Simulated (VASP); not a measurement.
Set up this calculation in VASP 6.6.1, as the native input.

* Task: single point
* Functional: PBE
* Potentials or basis: VASP PAW PBE potentials, release 64 (P)
* Cutoff: 520 eV
* k mesh: 6 × 6 × 6
* Occupations: gaussian, width 0.1 eV
* Spin: no spin polarisation
* Dipole correction: no
* Further INCAR settings: ALGO = Normal; EDIFF = 1e-06; NBANDS = 24

The structure of P lies in POSCAR:

```
P
1.0
    4.7801417400      2.7598161200      1.1136863500
   -4.7801417400      2.7598161200      1.1136863500
    0.0000000000     -5.5196322400      1.1136863500
P
6
Direct
    0.8062090300      0.1851480000      0.8062090300
    0.1937909700      0.1937909700      0.8148520000
    0.1851480000      0.8062090300      0.8062090300
    0.8148520000      0.1937909700      0.1937909700
    0.8062090300      0.8062090300      0.1851480000
    0.1937909700      0.8148520000      0.1937909700
```

The cell was built from a structure type or drawn by symmetry, and may not be a known phase.

One way to write it, as run:

INCAR

```
PREC = Accurate ; ENCUT = 520
EDIFF = 1E-6 ; ISMEAR = 0
SIGMA = 0.1 ; LREAL = F
LASPH = T ; NELM = 100
ALGO = Normal ; ISIF = 2
LWAVE = F ; LCHARG = F
GGA = PE ; NBANDS = 24
```

KPOINTS

```
Automatic mesh
0
Gamma
  6 6 6
```

Potentials or basis: VASP PAW PBE potentials, release 64 (P).

Command:

```sh
$ cat potpaw_PBE.64/P/POTCAR > POTCAR
$ mpirun -np 1 vasp_std > vasp.out
```

Results of the run:

```json
{
  "Pressure": "28.0 GPa",
  "Largest force": "2.006 eV/Å",
  "Band gap on the k mesh": "zero (bands 15 and 16 overlap by 1.24 eV)"
}
```

Caveat: the cell stands under pressure; forces of over 1 eV/Å act on the atoms, so gaps and moduli don't describe the material at rest.

Wall time 2.5 min on 1 thread of Oxide Virtual Turin-like Processor (shared host), peak memory 0.21 GiB.
